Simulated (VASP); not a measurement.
# GeS (Pnma) in VASP: notebook, part 2 of 2

VASP 6.6.1. Earlier steps stand in the parts before.

## Step 3: Electric field gradients, PBE

This run uses another cell than the first one: it holds 8 atoms, not 32.

INCAR reads:

```
PREC = Accurate
ENCUT = 410
EDIFF = 1E-8
ISMEAR = -1
SIGMA = 0.02
LREAL = False
LASPH = True
NELM = 120
ALGO = Normal
ISIF = 2
LWAVE = False
LCHARG = False
GGA = PE
LEFG = True
NBANDS = 50
GGA_COMPAT = False
```

KPOINTS reads:

```
regular mesh
0
Gamma
  3 8 7
```

POSCAR reads:

```
GeS
1.0
   10.4810000000      0.0000000000      0.0000000000
    0.0000000000      3.6460000000      0.0000000000
    0.0000000000      0.0000000000      4.2990000000
Ge S
4 4
Direct
    0.1211380651      0.2500000000      0.1275215364
    0.3788619349      0.7500000000      0.6275215364
    0.6211380651      0.2500000000      0.3724784636
    0.8788619349      0.7500000000      0.8724784636
    0.8503786463      0.2500000000      0.4976814226
    0.6496213537      0.7500000000     -0.0023185774
    0.3503786463      0.2500000000      1.0023185774
    0.1496213537      0.7500000000      0.5023185774
```

Potentials or basis: VASP PAW PBE potentials, release 64 (Ge_d, S).

Command:

```sh
$ cat potpaw_PBE.64/Ge_d/POTCAR potpaw_PBE.64/S/POTCAR > POTCAR
$ mpirun -np 1 vasp_std > vasp.out
```

OUTCAR:

```text
PREC = Accurate
   ENCUT = 410
   EDIFF = 1E-8
   ISMEAR = -1
   LREAL = False
   LASPH = True
   NELM = 120
   ISIF = 2
   GGA = PE

 ion  position               nearest neighbor table
   1  0.121  0.250  0.128-   8 2.45   8 2.45   7 2.46
   2  0.379  0.750  0.628-   7 2.45   7 2.45   8 2.46
   3  0.621  0.250  0.372-   6 2.45   6 2.45   5 2.46
   4  0.879  0.750  0.872-   5 2.45   5 2.45   6 2.46
   5  0.850  0.250  0.498-   4 2.45   4 2.45   3 2.46
   6  0.650  0.750  0.998-   3 2.45   3 2.45   4 2.46
   7  0.350  0.250  0.002-   2 2.45   2 2.45   1 2.46
   8  0.150  0.750  0.502-   1 2.45   1 2.45   2 2.46

  LATTYP: Found a simple orthorhombic cell.
 ALAT       =     3.6460000000
 B/A-ratio  =     1.1791003840
[... 1526 lines left out ...]
   8     -19.336    24.414    -5.079     0.000    37.679    -0.000
---------------------------------------------------------------------

 Electric field gradients after diagonalization (V/A^2)
 (convention: |V_zz| > |V_xx| > |V_yy|)
----------------------------------------------------------------------
 ion       V_xx      V_yy      V_zz     asymmetry (V_yy - V_xx)/ V_zz
----------------------------------------------------------------------
   1      47.863    22.195   -70.058       0.366
   2      47.863    22.195   -70.058       0.366
   3      47.863    22.195   -70.058       0.366
   4      47.863    22.195   -70.058       0.366
   5      26.140    24.414   -50.554       0.034
   6      26.140    24.414   -50.554       0.034
   7      26.140    24.414   -50.554       0.034
   8      26.140    24.414   -50.554       0.034
----------------------------------------------------------------------

           NMR quadrupolar parameters

 Cq : quadrupolar parameter    Cq=e*Q*V_zz/h
 eta: asymmetry parameters     (V_yy - V_xx)/ V_zz
 Q  : nuclear electric quadrupole moment in mb (millibarn)
----------------------------------------------------------------------
 ion       Cq(MHz)       eta       Q (mb)
----------------------------------------------------------------------
   1      -0.169       0.366       1.000
   2      -0.169       0.366       1.000
   3      -0.169       0.366       1.000
   4      -0.169       0.366       1.000
   5      -0.122       0.034       1.000
   6      -0.122       0.034       1.000
   7      -0.122       0.034       1.000
   8      -0.122       0.034       1.000
----------------------------------------------------------------------
```

stdout:

```text
POSCAR found type information on POSCAR GeS
 POSCAR found :  2 types and       8 ions
 scaLAPACK will be used
 LDA part: xc-table for (Slater+PW92), standard interpolation
 POSCAR, INCAR and KPOINTS ok, starting setup
 FFT: planning ... GRIDC
 FFT: planning ... GRID_SOFT
 FFT: planning ... GRID
 WAVECAR not read
 entering main loop
ion   1

ion   2

ion   3

ion   4

ion   5

ion   6

ion   7

ion   8
```

Run time: 2.2 min. Hardware: 1 thread of Intel Xeon 6975P-C (Granite Rapids), shared host; peak memory 0.3 GiB.

What came out:

```
Free energy            : -36.5899 eV
Pressure               : 1.5 GPa
Largest force          : 0.007 eV/Å
Band gap on the k mesh : 1.07 eV, indirect (least direct gap 1.12 eV)
```

Forces on the atoms (eV/Å):
```
Ge   0.006  0.000  0.001
Ge  -0.006  0.000  0.001
Ge   0.006  0.000 -0.001
Ge  -0.006  0.000 -0.001
S   -0.003  0.000  0.000
S    0.003  0.000  0.000
S   -0.003  0.000  0.000
S    0.003  0.000  0.000
```

Electric field gradients, principal values (V/Å²):
| atom | least | middle | greatest (by size) |
| --- | --- | --- | --- |
| 1 Ge | 22.195 | 47.863 | -70.058 |
| 2 Ge | 22.195 | 47.863 | -70.058 |
| 3 Ge | 22.195 | 47.863 | -70.058 |
| 4 Ge | 22.195 | 47.863 | -70.058 |
| 5 S | 24.414 | 26.140 | -50.554 |
| 6 S | 24.414 | 26.140 | -50.554 |
| 7 S | 24.414 | 26.140 | -50.554 |
| 8 S | 24.414 | 26.140 | -50.554 |

Caveat: without QUAD_EFG the Cq values of the log hold for a quadrupole moment of 1 mb, not for the nuclei.
